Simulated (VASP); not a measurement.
Here is a VASP 6.6.1 calculation.

POSCAR

```
Al
1.0
    2.9333614049      0.0000000000      0.0000000000
   -1.4666807025      2.5403654951      0.0000000000
    0.0000000000      0.0000000000     30.1274809653
Al
4
Direct
    0.0000000000      0.0000000000      0.5757898853
    0.6666666667      0.3333333333      0.6514237126
    0.3333333333      0.6666666667      0.7272644230
    0.0000000000      0.0000000000      0.8030067739
```

File INCAR.step1:

```
SYSTEM = Al
  PREC = Accurate
  ENCUT = 440
  ISMEAR = 1
  SIGMA = 0.1
  LREAL = .False.
  LASPH = .True.
  NELM = 120
  LDIPOL = .True.
  IDIPOL = 3
  DIPOL = 0.5 0.5 0.689
  NBANDS = 14
  GGA = PE
  ALGO = Normal
  EDIFF = 1E-5
  LWAVE = .True.
  LCHARG = .False.
  GGA_COMPAT = .False.
  NELMDL = -8
```

The input INCAR.step2:

```
SYSTEM = Al
  PREC = Accurate
  ENCUT = 440
  EDIFF = 1E-6
  ISMEAR = 1
  SIGMA = 0.1
  LREAL = .False.
  LASPH = .True.
  NELM = 120
  ALGO = Normal
  ISIF = 2
  LWAVE = .False.
  LCHARG = .True.
  LDIPOL = .True.
  IDIPOL = 3
  DIPOL = 0.5 0.5 0.689
  METAGGA = R2SCAN
  LMIXTAU = .True.
  LUSE_VDW = .True.
  IVDW_NL = 2
  BPARAM = 11.95
  CPARAM = 0.0093
  LELF = .True.
  LVHAR = .True.
  LVACPOTAV = .True.
  NBANDS = 14
  ISTART = 1
  GGA_COMPAT = .False.
```

KPOINTS

```
Automatic mesh
0
Gamma
  15 15 1
  0 0 0
```

Potentials or basis: VASP PAW PBE potentials, release 64 (Al).

Run with:

```sh
$ cat potpaw_PBE.64/Al/POTCAR > POTCAR
$ cp INCAR.step1 INCAR
$ mpirun -np 1 vasp_std > vasp.out
$ cp INCAR.step2 INCAR
$ mpirun -np 1 vasp_std > vasp.out
```

Task: Predict the band gap on the k mesh.

Result: Zero (band 6 reaches 0.91 eV, above the bottom of band 7 at -1.12 eV).

Task: Estimate the largest force.

Result: 0.169 eV/Å.

Forces in eV/Å, atoms in the order of the input:
```
Al   0.000  0.000  0.136
Al   0.000  0.000  0.169
Al   0.000  0.000 -0.159
Al   0.000  0.000 -0.145
```

Caveat: the PAW data sets were made with another functional, which shifts forces and pressure a little.
